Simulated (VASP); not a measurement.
# Sn3Se (Fm-3m) in VASP: notebook, part 2 of 2

VASP 6.6.1.

### Step 4. Relaxation of cell and atoms, PBEsol, target pressure 2 GPa, at which the enthalpy is minimised

This run uses another cell than the first one, of 26.01 Å³/atom, 1.065 times its volume.

INCAR

```
SYSTEM = Sn3Se
ALGO = Normal
EDIFF = 1E-6
EDIFFG = -0.01
ENCUT = 600
GGA = PS
IBRION = 2
ISIF = 3
ISMEAR = -1
LASPH = .True.
LCHARG = .False.
LREAL = .False.
LWAVE = .False.
NELM = 100
NSW = 60
PREC = Accurate
PSTRESS = 20.0
SIGMA = 0.05
```

KPOINTS

```
k-points
0
Gamma
  6 6 6
  0 0 0
```

POSCAR

```
Sn3Se
1.0
    0.0000000000      3.7331380000      3.7331380000
    3.7331380000      0.0000000000      3.7331380000
    3.7331380000      3.7331380000      0.0000000000
Sn Se
3 1
Direct
    0.5000000000      0.5000000000      0.5000000000
    0.7500000000      0.7500000000      0.7500000000
    0.2500000000      0.2500000000      0.2500000000
    0.0000000000      0.0000000000      0.0000000000
```

Potentials or basis: VASP PAW PBE potentials, release 64 (Sn_d, Se).

Command:

```sh
$ cat potpaw_PBE.64/Sn_d/POTCAR potpaw_PBE.64/Se/POTCAR > POTCAR
$ mpirun -np 1 vasp_std > vasp.out
```

OUTCAR:

```text
SYSTEM = Sn3Se
   EDIFF = 1E-6
   EDIFFG = -0.01
   ENCUT = 600
   GGA = PS
   IBRION = 2
   ISIF = 3
   ISMEAR = -1
   LASPH = .True.
   LREAL = .False.
   NELM = 100
   NSW = 60
   PREC = Accurate
   PSTRESS = 20.0

 ion  position               nearest neighbor table
   1  0.500  0.500  0.500-   3 3.23   3 3.23   3 3.23   2 3.23   2 3.23   2 3.23   3 3.23   2 3.23

   2  0.750  0.750  0.750-   1 3.23   1 3.23   1 3.23   4 3.23   4 3.23   4 3.23   4 3.23   1 3.23
                             3 3.73   3 3.73   3 3.73   3 3.73   3 3.73   3 3.73
   3  0.250  0.250  0.250-   4 3.23   4 3.23   4 3.23   1 3.23   1 3.23   1 3.23   4 3.23   1 3.23
                             2 3.73   2 3.73   2 3.73   2 3.73   2 3.73   2 3.73
   4  0.000  0.000  0.000-   2 3.23   2 3.23   2 3.23   3 3.23   3 3.23   3 3.23   3 3.23   2 3.23

  LATTYP: Found a face centered cubic cell.
 ALAT       =     7.4662760000

  Lattice vectors:

 A1 = (   0.0000000000,   3.7331380000,   3.7331380000)
 A2 = (   3.7331380000,   0.0000000000,   3.7331380000)
 A3 = (   3.7331380000,   3.7331380000,   0.0000000000)

Analysis of symmetry for initial positions (statically):
=====================================================================
 Subroutine PRICEL returns:
 Original cell was already a primitive cell.

 Routine SETGRP: Setting up the symmetry group for a
 face centered cubic supercell.

 Subroutine GETGRP returns: Found 48 space group operations
 (whereof 48 operations were pure point group operations)
 out of a pool of 48 trial point group operations.

The static configuration has the point symmetry O_h .

Analysis of symmetry for dynamics (positions and initial velocities):
=====================================================================
 Subroutine PRICEL returns:
 Original cell was already a primitive cell.

 Routine SETGRP: Setting up the symmetry group for a
 face centered cubic supercell.

 Subroutine GETGRP returns: Found 48 space group operations
 (whereof 48 operations were pure point group operations)
 out of a pool of 48 trial point group operations.

[... 101 lines left out ...]
   ISIF   =      3    stress and relaxation
   ISYM   =      2    0-nonsym 1-usesym 2-fastsym
   POTIM  = 0.5000    time-step for ionic-motion
   TEBEG  =    0.0;   TEEND  =   0.0 temperature during run
   PSTRESS=   20.0 pullay stress
   NELECT =      48.0000    total number of electrons
   NUPDOWN=      -1.0000    fix difference up-down
   EMIN   =  10.00;   EMAX   =-10.00  energy-range for DOS
   EFERMI =   0.00;   METHOD = LEGACY
   ISMEAR =    -1;   SIGMA  =   0.05  broadening in eV -4-tet -1-fermi 0-gaus
   EFERMI_NEDOS =   21; number of points for ismear=-14 and -15
   IALGO  =     38    algorithm
   IMIX   =      4    mixing-type and parameters
     AMIX     =   0.40;   BMIX     =  1.00
     AMIX_MAG =   1.60;   BMIX_MAG =  1.00
  volume/ion in A,a.u.               =      26.01       175.55
  Fermi-wavevector in a.u.,A,eV,Ry     =   1.264944  2.390397 21.770445  1.600083
  Thomas-Fermi vector in A             =   2.398223
   LORBIT       =      0    0 simple, 1 ext, 2 COOP (PROOUT), +10 PAW based schemes
   GGA     = PS    functional components
   LHFCALC =     F    Hartree Fock is set to
   AEXX    =    0.0000 exact exchange contribution
   IVDW    =     0    specifies the selected vdW correction
   LEPSILON=     F    determine dielectric tensor
   LRPA    =     F    only Hartree local field effects (RPA)
 conjugate gradient relaxation of ions
 non-spin polarized calculation
  energy-cutoff  :      600.00
  volume of cell :      104.05
 maximum number of plane-waves:      3497
   NGX = 21   NGY = 21   NGZ = 21

--------------------------------------- Ionic step        1  -------------------------------------------

 number of electron      48.0000013 magnetization

 Free energy of the ion-electron system (eV)
  ---------------------------------------------------
  ext. energy  EPLUGINS =         0.00000000
  ---------------------------------------------------
  free energy    TOTEN  =       -16.58495909 eV

  energy without entropy =      -16.55298332  energy(sigma->0) =      -16.56897121

------------------------ aborting loop because EDIFF is reached ----------------------------------------

  FORCE on cell =-STRESS in cart. coord.  units (eV):
  Direction    XX          YY          ZZ          XY          YZ          ZX
  --------------------------------------------------------------------------------------
  -------------------------------------------------------------------------------------
  Total       -2.0429501     -2.0429501     -2.0429501      0.0000000     -0.0000000     -0.0000000
  in kB      -31.4569211    -31.4569211    -31.4569211      0.0000000     -0.0000000     -0.0000000
  external PRESSURE =     -51.4569211 kB  Pullay stress =      20.0000000 kB
[... 67 lines left out ...]
--------------------------------------- Ionic step        3  -------------------------------------------

 number of electron      47.9999996 magnetization

 Free energy of the ion-electron system (eV)
  ---------------------------------------------------
  ext. energy  EPLUGINS =         0.00000000
  ---------------------------------------------------
  free energy    TOTEN  =       -16.63250934 eV

  energy without entropy =      -16.60473121  energy(sigma->0) =      -16.61862027

 E-fermi :   8.2114     XC(G=0): -10.8786

 val. band max:        8.1711919620   @ k =  -0.3333   0.3333   0.1667
 cond. band min:       8.2231886355   @ k =   0.5000   0.3333   0.1667
 fundamental gap:      0.0519966735
 Fermi energy:         8.2114460004

 k-point     1 :       0.0000    0.0000    0.0000
  band No.  band energies     occupation
      1     -13.3304      2.00000
      2     -13.3304      2.00000
      3     -13.2844      2.00000
      4     -13.2844      2.00000
      5     -13.2844      2.00000
      6     -13.2713      2.00000
[... 520 lines left out ...]
  energy  without entropy=      -16.6047312071  energy(sigma->0) =      -16.61862027

  enthalpy is  TOTEN    =       -15.4502034544 eV   P V=        1.1823058884

 reached required accuracy - stopping structural energy minimisation
```

OSZICAR:

```text
N       E                     dE             d eps       ncg     rms          rms(c)
DAV:   1     0.460392806518E+03    0.46039E+03   -0.26558E+04   896   0.275E+03
DAV:   2     0.432808965445E+02   -0.41711E+03   -0.41058E+03   896   0.613E+02
DAV:   3    -0.133756575989E+02   -0.56657E+02   -0.54556E+02  1024   0.198E+02
DAV:   4    -0.166695199950E+02   -0.32939E+01   -0.31474E+01  1060   0.442E+01
[... 24 lines left out ...]
DAV:   4    -0.166330102662E+02    0.33212E-02   -0.85571E-03   920   0.893E-01    0.822E-02
DAV:   5    -0.166326518716E+02    0.35839E-03   -0.58306E-04  1260   0.214E-01    0.369E-02
DAV:   6    -0.166325229296E+02    0.12894E-03   -0.12026E-04   936   0.945E-02    0.213E-02
DAV:   7    -0.166325101077E+02    0.12822E-04   -0.21232E-05  1272   0.422E-02    0.844E-03
DAV:   8    -0.166325093428E+02    0.76492E-06   -0.31689E-06   652   0.240E-02
   3 F= -.15450203E+02 E0= -.15436314E+02  d E =-.164132E+00
```

Run time: 89 s. Hardware: 1 thread of Intel Xeon 6975P-C (Granite Rapids), shared host; peak memory 0.29 GiB.

Results:

* Free energy: -16.6325 eV
* Relaxed volume: 23.68 Å³/atom
* Relaxed cell: a = 5.117 Å, b = 5.117 Å, c = 5.117 Å, α = 60.00°, β = 60.00°, γ = 60.00°
* Space group after relaxing (to 0.05 Å): Fm-3m (No. 225)
* Energy change on relaxing (the enthalpy is what falls): -11.9 meV/atom
* Ionic steps: 3
* Pressure after relaxing: 2.0 GPa

Step by step:
```
step  energy change (eV)  largest force (eV/Å)  pressure (GPa)  volume (Å³)
   1              0.0000                0.0000           -3.15       104.05
   2              0.0050                0.0000            4.16        91.97
   3             -0.0476                0.0000            2.03        94.71
```

Final structure:
```cif
data_structure
_symmetry_space_group_name_H-M 'P 1'
_symmetry_Int_Tables_number 1
_cell_length_a 5.1165
_cell_length_b 5.1165
_cell_length_c 5.1165
_cell_angle_alpha 60.000
_cell_angle_beta 60.000
_cell_angle_gamma 60.000
_cell_volume 94.71
loop_
_atom_site_label
_atom_site_type_symbol
_atom_site_fract_x
_atom_site_fract_y
_atom_site_fract_z
_atom_site_occupancy
Sn1 Sn 0.50000 0.50000 0.50000 1
Sn2 Sn 0.75000 0.75000 0.75000 1
Sn3 Sn 0.25000 0.25000 0.25000 1
Se1 Se 0.00000 0.00000 0.00000 1
```

Levels at points of the mesh, in eV from the Fermi level:
| k point | band 20 | band 21 | band 22 | band 23 | band 24 | band 25 | band 26 | band 27 | band 28 |
| --- | --- | --- | --- | --- | --- | --- | --- | --- | --- |
| (0.00, 0.00, 0.00) | -3.20 | -3.20 | -2.39 | -1.58 | -1.58 | -1.58 | -0.67 | -0.67 | -0.67 |
| (0.50, 0.00, 0.00) | -3.76 | -3.76 | -2.47 | -2.47 | -0.74 | 0.54 | 2.24 | 2.24 | 3.58 |
| (0.50, 0.50, 0.00) | -5.37 | -5.37 | -0.17 | 0.53 | 0.53 | 1.24 | 2.90 | 2.90 | 3.69 |

Caveat: the cell is relaxed towards a set pressure, so the enthalpy falls and the energy may rise; the bands computed are all filled at some k points, so no gap is given; the PAW data sets were made with another functional, which shifts forces and pressure a little; spin-orbit coupling is left out, which moves the levels of the heavy elements.

### Step 5. Relaxation of cell and atoms, PBEsol, target pressure 5 GPa, at which the enthalpy is minimised

This run uses another cell than the first one, of 26.01 Å³/atom, 1.065 times its volume.

INCAR

```
PREC = Accurate ; ENCUT = 600
EDIFF = 1E-7 ; ISMEAR = -1
SIGMA = 0.05 ; LREAL = F
LASPH = T ; NELM = 100
ALGO = Normal ; ISIF = 3
LWAVE = F ; LCHARG = F
GGA = PS ; IBRION = 2
NSW = 60 ; EDIFFG = -0.01
PSTRESS = 50.0
```

KPOINTS

```
Automatic mesh
0
Gamma
  6 6 6
```

POSCAR is that of step 4.

Command:

```sh
$ cat potpaw_PBE.64/Sn_d/POTCAR potpaw_PBE.64/Se/POTCAR > POTCAR
$ mpirun -np 1 vasp_std > vasp.out
```

Wall time 1.8 min (1 thread of Intel Xeon 6975P-C (Granite Rapids), shared host); peak memory 0.29 GiB.

Results (log left out):

- Free energy: -16.5538 eV
- Relaxed volume: 22.76 Å³/atom
- Relaxed cell: a = 5.050 Å, b = 5.050 Å, c = 5.050 Å, α = 60.00°, β = 60.00°, γ = 60.00°
- Space group after relaxing (to 0.05 Å): Fm-3m (No. 225)
- Energy change on relaxing (the enthalpy is what falls): +7.8 meV/atom
- Ionic steps: 3
- Pressure after relaxing: 5.0 GPa

The path:
| step | energy change (eV) | largest force (eV/Å) | pressure (GPa) | volume (Å³) |
| --- | --- | --- | --- | --- |
| 1 | 0.0000 | 0.0000 | -3.17 | 104.05 |
| 2 | 0.3123 | 0.0000 | 11.09 | 85.32 |
| 3 | 0.0312 | 0.0000 | 4.97 | 91.05 |

Final structure:
```
CELL_PARAMETERS angstrom
0.00000 3.57072 3.57072
3.57072 0.00000 3.57072
3.57072 3.57072 0.00000
ATOMIC_POSITIONS crystal
Sn 0.50000 0.50000 0.50000
Sn 0.75000 0.75000 0.75000
Sn 0.25000 0.25000 0.25000
Se 0.00000 0.00000 0.00000
```

Levels at points of the mesh, in eV from the Fermi level:
```csv
k point,band 22,band 23,band 24,band 25,band 26,band 27
"(0.00, 0.00, 0.00)",-2.16,-1.69,-1.69,-1.69,-0.72,-0.72
"(0.50, 0.00, 0.00)",-2.61,-2.61,-0.69,0.64,2.30,2.30
"(0.50, 0.50, 0.00)",-0.11,0.55,0.55,1.38,2.97,2.97
```

Caveat: the cell is relaxed towards a set pressure, so the enthalpy falls and the energy may rise; the bands computed are all filled at some k points, so no gap is given; the PAW data sets were made with another functional, which shifts forces and pressure a little; spin-orbit coupling is left out, which moves the levels of the heavy elements.

### Step 6. Relaxation of cell and atoms, PBEsol, target pressure 10 GPa, at which the enthalpy is minimised

This run uses another cell than the first one, of 26.01 Å³/atom, 1.065 times its volume.

INCAR

```
  PREC = Accurate
  ENCUT = 600
  EDIFF = 1E-7
  ISMEAR = -1
  SIGMA = 0.05
  LREAL = F
  LASPH = T
  NELM = 60
  ALGO = Normal
  ISIF = 3
  LWAVE = F
  LCHARG = F
  GGA = PS
  IBRION = 2
  NSW = 60
  EDIFFG = -0.01
  PSTRESS = 100.0
```

KPOINTS is that of step 5.

POSCAR is that of step 5.

Potentials or basis: VASP PAW PBE potentials, release 64 (Sn_d, Se).

Command:

```sh
$ cat potpaw_PBE.64/Sn_d/POTCAR potpaw_PBE.64/Se/POTCAR > POTCAR
$ mpirun -np 1 vasp_std > vasp.out
```

Run time: 2.2 min. Hardware: 1 thread of Intel Xeon 6975P-C (Granite Rapids), shared host; peak memory 0.3 GiB.

Results (log left out):

```yaml
Free_energy: -16.3309 eV
Relaxed_volume: 21.55 Å³/atom
Relaxed_cell: a = 4.959 Å, b = 4.959 Å, c = 4.959 Å, α = 60.00°, β = 60.00°, γ = 60.00°
Space_group_after_relaxing_to_0.05_Å: Fm-3m (No. 225)
Energy_change_on_relaxing_the_enthalpy_is_what_falls: +63.5 meV/atom
Ionic_steps: 4
Pressure_after_relaxing: 10.0 GPa
```

The path:
| step | energy change (eV) | largest force (eV/Å) | pressure (GPa) | volume (Å³) |
| --- | --- | --- | --- | --- |
| 1 | 0.0000 | 0.0000 | -3.17 | 104.05 |
| 2 | 1.5489 | 0.0000 | 29.55 | 75.05 |
| 3 | 0.2339 | 0.0000 | 9.62 | 86.54 |
| 4 | 0.2540 | 0.0000 | 10.00 | 86.21 |

Final structure:
```yaml
crystal:
  lattice:
    - [0.00000, 3.50620, 3.50620]
    - [3.50620, 0.00000, 3.50620]
    - [3.50620, 3.50620, 0.00000]
  atoms:
    - { symbol: Sn, position: [0.50000, 0.50000, 0.50000] }
    - { symbol: Sn, position: [0.75000, 0.75000, 0.75000] }
    - { symbol: Sn, position: [0.25000, 0.25000, 0.25000] }
    - { symbol: Se, position: [0.00000, 0.00000, 0.00000] }
```

Levels at points of the mesh, in eV from the Fermi level:
```csv
k point,band 20,band 21,band 22,band 23,band 24,band 25,band 26,band 27,band 28
"(0.00, 0.00, 0.00)",-3.60,-3.60,-1.87,-1.87,-1.87,-1.83,-0.81,-0.81,-0.81
"(0.50, 0.00, 0.00)",-4.21,-4.21,-2.82,-2.82,-0.61,0.78,2.38,2.38,3.64
"(0.50, 0.50, 0.00)",-5.98,-5.98,-0.03,0.58,0.58,1.57,3.06,3.06,4.19
```

Caveat: the cell is relaxed towards a set pressure, so the enthalpy falls and the energy may rise; the volume moved by over 15 % at a fixed basis, so the end points are rough; the bands computed are all filled at some k points, so no gap is given; the PAW data sets were made with another functional, which shifts forces and pressure a little; spin-orbit coupling is left out, which moves the levels of the heavy elements.

### Step 7. The runs side by side

| task | cell | cutoff (eV) | pressure (GPa) |
| --- | --- | --- | --- |
| single point | a = 5.170 Å, angles 60.0°, 4 atoms | 520 | 0.0 |
| relaxation of cell and atoms | relaxed from a = 5.279 Å, angles 60.0°, 4 atoms | 600 | 0.0 |
| relaxation of cell and atoms | relaxed to 2 GPa from a = 5.279 Å, angles 60.0°, 4 atoms | 600 | 2.0 |
| relaxation of cell and atoms | relaxed to 5 GPa from a = 5.279 Å, angles 60.0°, 4 atoms | 600 | 5.0 |
| relaxation of cell and atoms | relaxed to 10 GPa from a = 5.279 Å, angles 60.0°, 4 atoms | 600 | 10.0 |

Alike in all rows: level PBEsol; potentials or basis VASP PAW PBE potentials, release 64 (Sn_d, Se); no spin polarisation; k mesh 6 × 6 × 6; smearing fermi-dirac 0.05 eV.

Caveats: the PAW data sets were made with another functional, which shifts forces and pressure a little; spin-orbit coupling is left out, which moves the levels of the heavy elements; the bands computed are all filled at some k points, so no gap is given (some runs); the cell is relaxed towards a set pressure, so the enthalpy falls and the energy may rise (some runs); the volume moved by over 15 % at a fixed basis, so the end points are rough (some runs).

Absolute energies hang on the potentials; compare differences alone.
